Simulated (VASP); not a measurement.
A run of VASP 6.6.1 is set up as follows.

INCAR

```
PREC     = Accurate       # precision mode
ENCUT    = 520            # plane-wave cutoff, eV
EDIFF    = 1E-6           # SCF threshold, eV
ISMEAR   = 0              # smearing method
SIGMA    = 0.1            # smearing width, eV
LREAL    = False          # projectors in reciprocal space
LASPH    = True           # aspherical terms in the spheres
NELM     = 100            # most SCF steps
ALGO     = Normal         # electronic algorithm
ISIF     = 2              # what is computed and relaxed
LWAVE    = False          # write WAVECAR
LCHARG   = False          # write CHGCAR
GGA      = PE             # functional
NBANDS   = 17             # bands
```

Contents of KPOINTS:

```
regular mesh
0
Gamma
  9 9 4
```

File POSCAR:

```
Pd
1.0
    2.7726366243      0.0000000000      0.0000000000
   -1.3863183122      2.4011737521      0.0000000000
    0.0000000000      0.0000000000      4.6217129794
Pd
2
Direct
    0.3333333333      0.6666666667      0.2500000000
    0.6666666667      0.3333333333      0.7500000000
```

Potentials or basis: VASP PAW PBE potentials, release 64 (Pd).

The run is started by

```bash
$ cat potpaw_PBE.64/Pd/POTCAR > POTCAR
$ mpirun -np 1 vasp_std > vasp.out
```

Question: What does it give for the pressure?

Answer: -0.1 GPa.

Question: Predict the band gap on the k mesh.

Answer: Zero (band 10 reaches 9.20 eV, above the bottom of band 11 at 8.42 eV).

Stress tensor (GPa, compression positive):
```
-0.19  0.00  0.00
 0.00 -0.19  0.00
 0.00  0.00  0.11
```
